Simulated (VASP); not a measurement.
# KI in VASP: a series of runs

KI is run at these levels: PBE; tasks: single point.

All numbers are computed with VASP 6.6.1; they aren't measurements. Logs are shortened: lines on timing, memory, paths and dates and some standing lists are left out, and cuts for length are marked.

## (1) The cell of the first run

Symmetry: I4/mmm, No. 139, tetragonal system. The conventional cell has a = 4.911 Å, b = 4.911 Å, c = 7.261 Å, α = 90.00°, β = 90.00°, γ = 90.00°. Within 4.6 Å of K (site symmetry 4/mmm) lie 6 I at 3.47 to 3.63 Å. Within 4.6 Å of I (site symmetry 4/mmm) lie 6 K at 3.47 to 3.63 Å.

## (2) Single point, PBE (z stretched by +3 % at fixed volume)

INCAR reads:

```
ALGO = Normal
EDIFF = 1E-7
ENCUT = 520
GGA = PE
ISIF = 2
ISMEAR = -1
LASPH = T
LCHARG = F
LREAL = F
LWAVE = F
NBANDS = 15
NELM = 60
PREC = Accurate
SIGMA = 0.02
```

KPOINTS reads:

```
k-points
0
Gamma
  6 6 6
```

POSCAR reads:

```
KI
1.0
    0.0000000000      3.4728423075      3.6302865000
    3.4728423075      0.0000000000      3.6302865000
    3.4728423075      3.4728423075      0.0000000000
K I
1 1
Direct
    0.0000000000      0.0000000000      0.0000000000
    0.5000000000      0.5000000000      0.5000000000
```

Potentials or basis: VASP PAW PBE potentials, release 64 (K_sv, I).

Command:

```bash
$ cat potpaw_PBE.64/K_sv/POTCAR potpaw_PBE.64/I/POTCAR > POTCAR
$ mpirun -np 1 vasp_std > vasp.out
```

OUTCAR:

```text
EDIFF = 1E-7
   ENCUT = 520
   GGA = PE
   ISIF = 2
   ISMEAR = -1
   LASPH = T
   LREAL = F
   NELM = 60
   PREC = Accurate

 ion  position               nearest neighbor table
   1  0.000  0.000  0.000-   2 3.47   2 3.47   2 3.47   2 3.47   2 3.63   2 3.63
   2  0.500  0.500  0.500-   1 3.47   1 3.47   1 3.47   1 3.47   1 3.63   1 3.63

  LATTYP: Found a body centered tetragonal cell.
 ALAT       =     4.9113406912
 C/A-ratio  =     1.4783281097

  Lattice vectors:

 A1 = (  -3.4728423075,   0.0000000000,   3.6302865000)
 A2 = (   3.4728423075,   0.0000000000,   3.6302865000)
 A3 = (   0.0000000000,   3.4728423075,  -3.6302865000)

Analysis of symmetry for initial positions (statically):
=====================================================================
 Subroutine PRICEL returns:
 Original cell was already a primitive cell.

 Routine SETGRP: Setting up the symmetry group for a
 body centered tetragonal supercell.

 Subroutine GETGRP returns: Found 16 space group operations
 (whereof 16 operations were pure point group operations)
 out of a pool of 16 trial point group operations.

The static configuration has the point symmetry D_4h.

Analysis of symmetry for dynamics (positions and initial velocities):
=====================================================================
 Subroutine PRICEL returns:
 Original cell was already a primitive cell.

 Routine SETGRP: Setting up the symmetry group for a
 body centered tetragonal supercell.

 Subroutine GETGRP returns: Found 16 space group operations
 (whereof 16 operations were pure point group operations)
 out of a pool of 16 trial point group operations.

The dynamic configuration has the point symmetry D_4h.

 Subroutine INISYM returns: Found 16 space group operations
 (whereof 16 operations are pure point group operations),
 and found     1 'primitive' translations

----------------------------------------------------------------------------------------

                                     Primitive cell

  volume of cell :      87.5671

  direct lattice vectors                    reciprocal lattice vectors
     0.000000000  3.472842308  3.630286500    -0.143974288  0.143974288  0.137730176
     3.472842308  0.000000000  3.630286500     0.143974288 -0.143974288  0.137730176
     3.472842308  3.472842308  0.000000000     0.143974288  0.143974288 -0.137730176

  length of vectors
     5.023904235  5.023904235  4.911340691     0.245818618  0.245818618  0.245818618

  position of ions in fractional coordinates (direct lattice)
     0.000000000  0.000000000  0.000000000
     0.500000000  0.500000000  0.500000000

  ion indices of the primitive-cell ions
   primitive index   ion index
                 1           1
                 2           2

----------------------------------------------------------------------------------------

 KPOINTS: k-points

Automatic generation of k-mesh.
 Grid dimensions read from file:
 generate k-points for:    6    6    6

 Generating k-lattice:

  Cartesian coordinates                     Fractional coordinates (reciprocal lattice)
    -0.023995715  0.023995715  0.022955029     0.166666667  0.000000000  0.000000000
     0.023995715 -0.023995715  0.022955029     0.000000000  0.166666667  0.000000000
     0.023995715  0.023995715 -0.022955029     0.000000000  0.000000000  0.166666667

  Length of vectors
     0.040969770  0.040969770  0.040969770

  Shift w.r.t. Gamma in fractional coordinates (k-lattice)
     0.000000000  0.000000000  0.000000000

 Subroutine IBZKPT returns following result:
 ===========================================

 Found     30 irreducible k-points:

 Following reciprocal coordinates:
            Coordinates               Weight
  0.000000  0.000000  0.000000      1.000000
  0.166667  0.000000  0.000000      8.000000
  0.333333 -0.000000  0.000000      8.000000
  0.500000  0.000000  0.000000      4.000000
  0.166667  0.166667  0.000000      2.000000
  0.333333  0.166667  0.000000      8.000000
[... 16 lines left out ...]
  0.333333  0.000000  0.333333      4.000000
  0.500000  0.000000  0.333333     16.000000
 [... further k-points ...]
   k-points           NKPTS =     30   k-points in BZ     NKDIM =     30   number of bands    NBANDS=     15
   number of dos      NEDOS =    301   number of ions     NIONS =      2
   total plane-waves  NPLWV =  64000
   dimension x,y,z NGX =    40 NGY =   40 NGZ =   40
   dimension x,y,z NGXF=    80 NGYF=   80 NGZF=   80
   ions per type =               1   1
   NGX,Y,Z   is equivalent  to a cutoff of  13.24, 13.24, 13.54 a.u.
   NGXF,Y,Z  is equivalent  to a cutoff of  26.47, 26.47, 27.08 a.u.
 SYSTEM =  unknown system
   PREC   = accura    normal or accurate (medium, high low for compatibility)
   ISTART =      0    job   : 0-new  1-cont  2-samecut
   ICHARG =      2    charge: 1-file 2-atom 10-const
   ISPIN  =      1    spin polarized calculation?
   LNONCOLLINEAR =      F non collinear calculations
   LSORBIT =      F    spin-orbit coupling
   LASPH  =      T    aspherical Exc in radial PAW
   ENCUT  =  520.0 eV  38.22 Ry    6.18 a.u.   9.34  9.34  9.13*2*pi/ulx,y,z
   NELM   =     60;   NELMIN=  2; NELMDL= -5     # of ELM steps
   EDIFF  = 0.1E-06   stopping-criterion for ELM
   LREAL  =      F    real-space projection
   EDIFFG = 0.1E-05   stopping-criterion for IOM
   NSW    =      0    number of steps for IOM
   IBRION =     -1    ionic relax: 0-MD 1-quasi-New 2-CG
   NFREE  =      0    steps in history (QN), initial steepest desc. (CG)
   ISIF   =      2    stress and relaxation
   ISYM   =      2    0-nonsym 1-usesym 2-fastsym
   POTIM  = 0.5000    time-step for ionic-motion
   TEBEG  =    0.0;   TEEND  =   0.0 temperature during run
   PSTRESS=    0.0 pullay stress
   NELECT =      16.0000    total number of electrons
   NUPDOWN=      -1.0000    fix difference up-down
   EMIN   =  10.00;   EMAX   =-10.00  energy-range for DOS
   EFERMI =   0.00;   METHOD = LEGACY
   ISMEAR =    -1;   SIGMA  =   0.02  broadening in eV -4-tet -1-fermi 0-gaus
   EFERMI_NEDOS =   21; number of points for ismear=-14 and -15
   IALGO  =     38    algorithm
   IMIX   =      4    mixing-type and parameters
     AMIX     =   0.40;   BMIX     =  1.00
     AMIX_MAG =   1.60;   BMIX_MAG =  1.00
  volume/ion in A,a.u.               =      43.78       295.47
  Fermi-wavevector in a.u.,A,eV,Ry     =   0.928969  1.755497 11.741598  0.862983
  Thomas-Fermi vector in A             =   2.055202
   LORBIT       =      0    0 simple, 1 ext, 2 COOP (PROOUT), +10 PAW based schemes
   GGA     = PE    functional components
   LHFCALC =     F    Hartree Fock is set to
   AEXX    =    0.0000 exact exchange contribution
   IVDW    =     0    specifies the selected vdW correction
   LEPSILON=     F    determine dielectric tensor
   LRPA    =     F    only Hartree local field effects (RPA)
 non-spin polarized calculation
  energy-cutoff  :      520.00
  volume of cell :       87.57
 maximum number of plane-waves:      2373
 NGX is ok and might be reduce to    40
   NGX = 19   NGY = 19   NGZ = 19

 number of electron      15.9999999 magnetization

 Free energy of the ion-electron system (eV)
  ---------------------------------------------------
  ext. energy  EPLUGINS =         0.00000000
  ---------------------------------------------------
  free energy    TOTEN  =        -5.54438641 eV

  energy without entropy =       -5.54438641  energy(sigma->0) =       -5.54438641

 E-fermi :   0.1191     XC(G=0):  -7.2023

 val. band max:       -0.3744916688   @ k =   0.0000   0.0000   0.0000
 cond. band min:       3.5969180384   @ k =   0.0000   0.0000   0.0000
 fundamental gap:      3.9714097073
 Fermi energy:         0.1190812573

 k-point     1 :       0.0000    0.0000    0.0000
  band No.  band energies     occupation
      1     -28.8648      2.00000
      2     -12.3548      2.00000
      3     -12.3544      2.00000
      4     -12.3544      2.00000
      5     -10.8939      2.00000
      6      -0.3874      2.00000
      7      -0.3745      2.00000
      8      -0.3745      2.00000
      9       3.5969      0.00000
     10       5.9417      0.00000
     11       6.2078      0.00000
     12       6.2078      0.00000
     13       6.7610      0.00000
     14       6.9220      0.00000
     15       9.4272      0.00000

 k-point     2 :       0.1667    0.0000    0.0000
  band No.  band energies     occupation
      1     -28.8643      2.00000
      2     -12.3985      2.00000
      3     -12.3560      2.00000
      4     -12.3543      2.00000
      5     -10.8168      2.00000
      6      -0.8027      2.00000
      7      -0.4778      2.00000
      8      -0.4657      2.00000
      9       4.2209      0.00000
     10       6.0226      0.00000
     11       6.3469      0.00000
     12       6.4936      0.00000
     13       7.0826      0.00000
     14       7.2506      0.00000
     15      10.3009      0.00000

 k-point     3 :       0.3333   -0.0000    0.0000
  band No.  band energies     occupation
      1     -28.8632      2.00000
      2     -12.4765      2.00000
      3     -12.3586      2.00000
      4     -12.3541      2.00000
      5     -10.6705      2.00000
      6      -1.4497      2.00000
      7      -0.6517      2.00000
      8      -0.6351      2.00000
      9       4.9773      0.00000
     10       6.6517      0.00000
     11       7.0302      0.00000
     12       7.2120      0.00000
     13       7.9493      0.00000
     14       8.0957      0.00000
     15       9.2857      0.00000

 k-point     4 :       0.5000    0.0000    0.0000
  band No.  band energies     occupation
      1     -28.8626      2.00000
      2     -12.5116      2.00000
      3     -12.3599      2.00000
      4     -12.3539      2.00000
      5     -10.6001      2.00000
      6      -1.7182      2.00000
      7      -0.7325      2.00000
      8      -0.7143      2.00000
      9       5.1484      0.00000
     10       7.3443      0.00000
     11       7.6285      0.00000
     12       7.9561      0.00000
     13       8.3350      0.00000
     14       8.3529      0.00000
     15       8.9138      0.00000
[... 307 lines left out ...]
 k-point    22 :      -0.3333    0.5000    0.1667
  band No.  band energies     occupation
      1     -28.8622      2.00000
      2     -12.4045      2.00000
      3     -12.3921      2.00000
      4     -12.3786      2.00000
      5     -10.6974      2.00000
      6      -1.2810      2.00000
      7      -0.9329      2.00000
      8      -0.9124      2.00000
      9       5.3369      0.00000
     10       6.0616      0.00000
     11       7.0614      0.00000
     12       7.9384      0.00000
     13       8.1644      0.00000
     14       9.2563      0.00000
     15       9.5878      0.00000

 k-point    23 :       0.3333    0.0000    0.3333
  band No.  band energies     occupation
      1     -28.8625      2.00000
      2     -12.4239      2.00000
      3     -12.3723      2.00000
      4     -12.3673      2.00000
      5     -10.7217      2.00000
      6      -1.3426      2.00000
      7      -0.7125      2.00000
      8      -0.6717      2.00000
      9       4.8201      0.00000
     10       5.3358      0.00000
     11       7.4645      0.00000
     12       7.7601      0.00000
     13       8.3931      0.00000
     14       8.5248      0.00000
     15       9.7590      0.00000

 k-point    24 :       0.5000    0.0000    0.3333
  band No.  band energies     occupation
      1     -28.8620      2.00000
      2     -12.4222      2.00000
      3     -12.3808      2.00000
      4     -12.3700      2.00000
      5     -10.7046      2.00000
      6      -1.3527      2.00000
      7      -0.9146      2.00000
      8      -0.7572      2.00000
      9       4.9359      0.00000
     10       5.8593      0.00000
     11       7.3763      0.00000
     12       7.8562      0.00000
     13       8.5640      0.00000
     14       8.9403      0.00000
     15       9.5320      0.00000

 [... further k-points ...]

------------------------ aborting loop because EDIFF is reached ----------------------------------------

  FORCE on cell =-STRESS in cart. coord.  units (eV):
  Direction    XX          YY          ZZ          XY          YZ          ZX
  --------------------------------------------------------------------------------------
  -------------------------------------------------------------------------------------
  Total        0.6341812      0.6341812      0.0112000      0.0000000     -0.0000000      0.0000000
  in kB       11.6033374     11.6033374      0.2049214      0.0000000     -0.0000000      0.0000000
  external PRESSURE =       7.8038654 kB  Pullay stress =       0.0000000 kB

 VOLUME and BASIS-vectors are now :
 -----------------------------------------------------------------------------
  energy-cutoff  :      520.00
  volume of cell :       87.57
      direct lattice vectors                 reciprocal lattice vectors
     0.000000000  3.472842308  3.630286500    -0.143974288  0.143974288  0.137730176
     3.472842308  0.000000000  3.630286500     0.143974288 -0.143974288  0.137730176
     3.472842308  3.472842308  0.000000000     0.143974288  0.143974288 -0.137730176

 POSITION                                       TOTAL-FORCE (eV/Angst)
 -----------------------------------------------------------------------------------
      0.00000      0.00000      0.00000        -0.000000      0.000000     -0.000000
      3.47284      3.47284      3.63029         0.000000     -0.000000      0.000000
 -----------------------------------------------------------------------------------
    total drift:                                0.000000     -0.000000     -0.000000

  FREE ENERGIE OF THE ION-ELECTRON SYSTEM (eV)
  ---------------------------------------------------
  free  energy   TOTEN  =        -5.5443864087 eV

  energy  without entropy=       -5.5443864087  energy(sigma->0) =       -5.54438641
```

It took 74 s on 1 thread of AMD EPYC 7R43 (Zen 3), shared host; peak memory 0.2 GiB.

Results:

| Property | Result |
| --- | --- |
| Free energy | -5.5444 eV |
| Pressure | 0.8 GPa |
| Band gap on the k mesh | 3.97 eV, direct |

Stress tensor (GPa, compression positive):
```
1.16 0.00 0.00
0.00 1.16 0.00
0.00 0.00 0.02
```

Caveat: spin-orbit coupling is left out, which moves the levels of the heavy elements.

(Part 1 of 2 ends here.)
